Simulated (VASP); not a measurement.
# MnO: single point with r2SCAN+U

MnO:

```
Mn O
1.0
     2.96949    0.00000    0.00000
    -1.48474    2.57165    0.00000
     0.00000    0.00000    2.89807
Mn O
1 1
Direct
  0.00000 0.00000 0.00000
  0.66667 0.33333 0.50000
```

- Program: VASP 6.6.1
- Task: single point
- Functional: r2SCAN
- Potentials or basis: VASP PAW PBE potentials, release 64 (Mn_pv, O)
- Cutoff: 520 eV
- k mesh: 7 × 7 × 7
- Occupations: gaussian, width 0.05 eV
- Spin: collinear spin, ferromagnetic start
- Starting moments: [5.0, 0.0] μB
- Hubbard terms: Mn d U = 4.0 eV
- Dipole correction: no
- Further INCAR settings: ALGO = Normal; EDIFF = 1e-07; NBANDS = 20

```json
{
 "Pressure": "2.3 GPa",
 "Band gap on the k mesh": "0.73 eV, indirect (least direct gap 1.35 eV)",
 "Net moment": "5.00 μB per cell",
 "Site moments": "Mn +4.65; O +0.14 μB",
 "Valence electrons inside the program's atomic spheres": "Mn 11.33; O 5.04"
}
```

Stress tensor (GPa, compression positive):
```
  9.64   0.00   0.00
  0.00   9.64   0.00
  0.00   0.00 -12.30
```

Levels at points of the mesh, in eV from the valence-band top:
Spin up:
| k point | band 10 | band 11 | band 12 | band 13 | band 14 | band 15 |
| --- | --- | --- | --- | --- | --- | --- |
| (0.00, 0.00, 0.00) | -2.54 | -0.62 | -0.62 | 0.73 | 14.34 | 16.35 |
Spin down:
```tsv
k point	band 4	band 5	band 6	band 7	band 8	band 9	band 10	band 11
(0.00, 0.00, 0.00)	-19.21	-2.18	-1.88	-1.88	1.86	4.02	5.87	5.87
```

Eigenvalues of the final occupation matrices:
```csv
site,spin,trace,eigenvalues
site 1 d,1,4.77,0.94 0.94 0.94 0.97 0.97
site 1 d,2,0.18,0.02 0.03 0.03 0.06 0.06
```

Wall time 80 s on 1 thread of Intel(R) Xeon(R) Platinum 8175M CPU @ 2.50GHz (Skylake/Cascade Lake), with other jobs on the host, peak memory 0.17 GiB.

Caveat: the PAW data sets were made with another functional, which shifts forces and pressure a little; a cell with one magnetic atom can't hold antiferromagnetic order, which such compounds often take. The state reached can hang on the start; a lower one may exist.
